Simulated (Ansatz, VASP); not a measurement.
YI: VASP beside Ansatz

```
Y I
1.0
     4.03356    0.00000    0.00000
    -2.01678    3.49317    0.00000
     0.00000    0.00000   11.29678
Y I
2 2
Direct
  0.66667 0.33333 0.62673
  0.33333 0.66667 0.37327
  0.33333 0.66667 0.81998
  0.66667 0.33333 0.18002
```

Change from the starting cell: volume scaled by 1.06, LAPW.

Alike in both runs: task single point; functional LDA; k mesh 7 × 7 × 3; occupations fermi-dirac, width 0.05 eV; collinear spin.

|  | VASP | Ansatz |
| --- | --- | --- |
| version | VASP 6.6.1 | Ansatz 0.2.0 |
| potentials or method | VASP PAW LDA potentials, release 64 (Y_sv, I), cutoff 520 eV | all-electron LAPW, scalar-relativistic |

Ansatz gave:

| Quantity | Value |
| --- | --- |
| pressure (GPa) | -4.6 |
| traceless stress, the component that is largest in VASP (GPa) | -0.20 |
| rms of the force components (eV/Å) | 0.296 |
| net moment per atom (μB) | 0.27 |
| size of the moment on the site where the two differ most (μB) | 0.29 |

Problem. Which values does VASP return?

Solution. Pressure (GPa): -4.6; traceless stress, the component that is largest in VASP (GPa): -0.16; rms of the force components (eV/Å): 0.298; net moment per atom (μB): 0.24; size of the moment on the site where the two differ most (μB): 0.26.

LDA's correlation is that of Perdew and Zunger in VASP and of Perdew and Wang (1992) in Ansatz. Site moments also hang on the region over which each program counts them. Atom by atom the forces differ by 0.006 eV/Å (rms over components). Ansatz ran all-electron here, and VASP with PAW potentials.

Neither program's run includes spin-orbit coupling.
